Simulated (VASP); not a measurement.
# SnSe (zincblende type) (F-43m) in VASP: single point with PBE

Aim: the single point of SnSe (zincblende type) with PBE.

All numbers are computed with VASP 6.6.1; they aren't measurements. Logs are shortened: lines on timing, memory, paths and dates and some standing lists are left out, and cuts for length are marked.

### 1 The cell of the first run

It takes space group F-43m (No. 216, cubic). Conventional cell: a = 6.778 Å, b = 6.778 Å, c = 6.778 Å, α = 90.00°, β = 90.00°, γ = 90.00°. Sn (site symmetry -43m) has 4 Se at 2.93 Å within 3.9 Å. Within 3.9 Å of Se (site symmetry -43m) lie 4 Sn at 2.93 Å.

### 2 Single point, PBE (38.92 Å³/atom)

Input file INCAR:

```
SYSTEM = SnSe
PREC     = Accurate       ! precision mode
ENCUT    = 500            ! plane-wave cutoff, eV
EDIFF    = 1E-6           ! SCF threshold, eV
ISMEAR   = -1             ! smearing method
SIGMA    = 0.05           ! smearing width, eV
LREAL    = .FALSE.        ! projectors in reciprocal space
LASPH    = .TRUE.         ! aspherical terms in the spheres
NELM     = 120            ! most SCF steps
ALGO     = Normal         ! electronic algorithm
ISIF     = 2              ! what is computed and relaxed
LWAVE    = .FALSE.        ! write WAVECAR
LCHARG   = .TRUE.         ! write CHGCAR
GGA      = PE             ! functional
LELF     = .TRUE.         ! ELF
LVHAR    = .TRUE.       
NBANDS   = 17             ! bands
GGA_COMPAT= .FALSE.
```

Input file KPOINTS:

```
Automatic mesh
0
G
  11 11 11
  0 0 0
```

Input file POSCAR:

```
SnSe
1.0
    0.0000000000      3.3889699714      3.3889699714
    3.3889699714      0.0000000000      3.3889699714
    3.3889699714      3.3889699714      0.0000000000
Sn Se
1 1
Direct
    0.0000000000      0.0000000000      0.0000000000
    0.2500000000      0.2500000000      0.2500000000
```

Potentials or basis: VASP PAW PBE potentials, release 64 (Sn_d, Se).

Launch:

```bash
$ cat potpaw_PBE.64/Sn_d/POTCAR potpaw_PBE.64/Se/POTCAR > POTCAR
$ mpirun -np 1 vasp_std > vasp.out
```

OUTCAR:

```text
SYSTEM = SnSe
   PREC = Accurate
   ENCUT = 500
   EDIFF = 1E-6
   ISMEAR = -1
   LREAL = .FALSE.
   LASPH = .TRUE.
   NELM = 120
   ISIF = 2
   GGA = PE

 ion  position               nearest neighbor table
   1  0.000  0.000  0.000-   2 2.93   2 2.93   2 2.93   2 2.93
   2  0.250  0.250  0.250-   1 2.93   1 2.93   1 2.93   1 2.93

  LATTYP: Found a face centered cubic cell.
 ALAT       =     6.7779399428

  Lattice vectors:

 A1 = (   0.0000000000,   3.3889699714,   3.3889699714)
 A2 = (   3.3889699714,   0.0000000000,   3.3889699714)
 A3 = (   3.3889699714,   3.3889699714,   0.0000000000)

Analysis of symmetry for initial positions (statically):
=====================================================================
 Subroutine PRICEL returns:
 Original cell was already a primitive cell.

 Routine SETGRP: Setting up the symmetry group for a
 face centered cubic supercell.

 Subroutine GETGRP returns: Found 24 space group operations
 (whereof 24 operations were pure point group operations)
 out of a pool of 48 trial point group operations.

The static configuration has the point symmetry T_d .

Analysis of symmetry for dynamics (positions and initial velocities):
=====================================================================
 Subroutine PRICEL returns:
 Original cell was already a primitive cell.

 Routine SETGRP: Setting up the symmetry group for a
 face centered cubic supercell.

 Subroutine GETGRP returns: Found 24 space group operations
 (whereof 24 operations were pure point group operations)
 out of a pool of 48 trial point group operations.

The dynamic configuration has the point symmetry T_d .

 Subroutine INISYM returns: Found 24 space group operations
 (whereof 24 operations are pure point group operations),
 and found     1 'primitive' translations

----------------------------------------------------------------------------------------

                                     Primitive cell

  volume of cell :      77.8454

  direct lattice vectors                    reciprocal lattice vectors
     0.000000000  3.388969971  3.388969971    -0.147537454  0.147537454  0.147537454
     3.388969971  0.000000000  3.388969971     0.147537454 -0.147537454  0.147537454
     3.388969971  3.388969971  0.000000000     0.147537454  0.147537454 -0.147537454
[... 78 lines left out ...]
   ISPIN  =      1    spin polarized calculation?
   LNONCOLLINEAR =      F non collinear calculations
   LSORBIT =      F    spin-orbit coupling
   LASPH  =      T    aspherical Exc in radial PAW
   ENCUT  =  500.0 eV  36.75 Ry    6.06 a.u.   8.74  8.74  8.74*2*pi/ulx,y,z
   NELM   =    120;   NELMIN=  2; NELMDL= -5     # of ELM steps
   EDIFF  = 0.1E-05   stopping-criterion for ELM
   LREAL  =      F    real-space projection
   EDIFFG = 0.1E-04   stopping-criterion for IOM
   NSW    =      0    number of steps for IOM
   IBRION =     -1    ionic relax: 0-MD 1-quasi-New 2-CG
   NFREE  =      0    steps in history (QN), initial steepest desc. (CG)
   ISIF   =      2    stress and relaxation
   ISYM   =      2    0-nonsym 1-usesym 2-fastsym
   POTIM  = 0.5000    time-step for ionic-motion
   TEBEG  =    0.0;   TEEND  =   0.0 temperature during run
   PSTRESS=    0.0 pullay stress
   NELECT =      20.0000    total number of electrons
   NUPDOWN=      -1.0000    fix difference up-down
   EMIN   =  10.00;   EMAX   =-10.00  energy-range for DOS
   EFERMI =   0.00;   METHOD = LEGACY
   ISMEAR =    -1;   SIGMA  =   0.05  broadening in eV -4-tet -1-fermi 0-gaus
   EFERMI_NEDOS =   21; number of points for ismear=-14 and -15
   IALGO  =     38    algorithm
   IMIX   =      4    mixing-type and parameters
     AMIX     =   0.40;   BMIX     =  1.00
     AMIX_MAG =   1.60;   BMIX_MAG =  1.00
  volume/ion in A,a.u.               =      38.92       262.66
  Fermi-wavevector in a.u.,A,eV,Ry     =   1.040736  1.966705 14.736889  1.083131
  Thomas-Fermi vector in A             =   2.175325
   LORBIT       =      0    0 simple, 1 ext, 2 COOP (PROOUT), +10 PAW based schemes
   GGA     = PE    functional components
   LHFCALC =     F    Hartree Fock is set to
   AEXX    =    0.0000 exact exchange contribution
   IVDW    =     0    specifies the selected vdW correction
   LEPSILON=     F    determine dielectric tensor
   LRPA    =     F    only Hartree local field effects (RPA)
 non-spin polarized calculation
  energy-cutoff  :      500.00
  volume of cell :       77.85
 maximum number of plane-waves:      2004
   NGX = 17   NGY = 17   NGZ = 17

 number of electron      20.0000005 magnetization

 Free energy of the ion-electron system (eV)
  ---------------------------------------------------
  ext. energy  EPLUGINS =         0.00000000
  ---------------------------------------------------
  free energy    TOTEN  =        -7.75547635 eV

  energy without entropy =       -7.75406772  energy(sigma->0) =       -7.75477203

 E-fermi :   2.8499     XC(G=0):  -7.7424

 val. band max:        2.7321912104   @ k =  -0.2727   0.4545   0.1818
 cond. band min:       2.8879149876   @ k =   0.4545   0.4545   0.0000
 fundamental gap:      0.1557237772
 Fermi energy:         2.8499062136

 k-point     1 :       0.0000    0.0000    0.0000
  band No.  band energies     occupation
      1     -18.9617      2.00000
      2     -18.9617      2.00000
      3     -18.9617      2.00000
      4     -18.9508      2.00000
      5     -18.9508      2.00000
      6     -10.3386      2.00000
[... 457 lines left out ...]
      4     -18.9508      2.00000
      5     -18.9502      2.00000
      6     -10.0646      2.00000
[... 9 lines left out ...]
     16       9.8427      0.00000
     17      12.0593      0.00000

 [... further k-points ...]

------------------------ aborting loop because EDIFF is reached ----------------------------------------

  FORCE on cell =-STRESS in cart. coord.  units (eV):
  Direction    XX          YY          ZZ          XY          YZ          ZX
  --------------------------------------------------------------------------------------
  -------------------------------------------------------------------------------------
  Total        0.0044689      0.0044689      0.0044689     -0.0000000      0.0000000     -0.0000000
  in kB        0.0919768      0.0919768      0.0919768     -0.0000000      0.0000000     -0.0000000
  external PRESSURE =       0.0919768 kB  Pullay stress =       0.0000000 kB

 VOLUME and BASIS-vectors are now :
 -----------------------------------------------------------------------------
  energy-cutoff  :      500.00
  volume of cell :       77.85
      direct lattice vectors                 reciprocal lattice vectors
     0.000000000  3.388969971  3.388969971    -0.147537454  0.147537454  0.147537454
     3.388969971  0.000000000  3.388969971     0.147537454 -0.147537454  0.147537454
     3.388969971  3.388969971  0.000000000     0.147537454  0.147537454 -0.147537454

 POSITION                                       TOTAL-FORCE (eV/Angst)
 -----------------------------------------------------------------------------------
      0.00000      0.00000      0.00000        -0.000000     -0.000000     -0.000000
      1.69448      1.69448      1.69448         0.000000      0.000000      0.000000
 -----------------------------------------------------------------------------------
    total drift:                               -0.000000     -0.000000     -0.000000

  FREE ENERGIE OF THE ION-ELECTRON SYSTEM (eV)
  ---------------------------------------------------
  free  energy   TOTEN  =        -7.7554763469 eV

  energy  without entropy=       -7.7540677190  energy(sigma->0) =       -7.75477203
```

Wall time 59 s (1 thread of AMD EPYC 7R13 (Zen 3), shared host); peak memory 0.21 GiB.

What came out:

- Free energy: -7.7555 eV
- Pressure: 0.0 GPa
- Band gap on the k mesh: 0.16 eV (least direct gap 0.70 eV)

Caveat: semilocal functionals underestimate gaps, and a narrow one can read as zero; spin-orbit coupling is left out, which moves the levels of the heavy elements; an odd mesh through Γ misses points on the zone boundary, where band edges can lie.
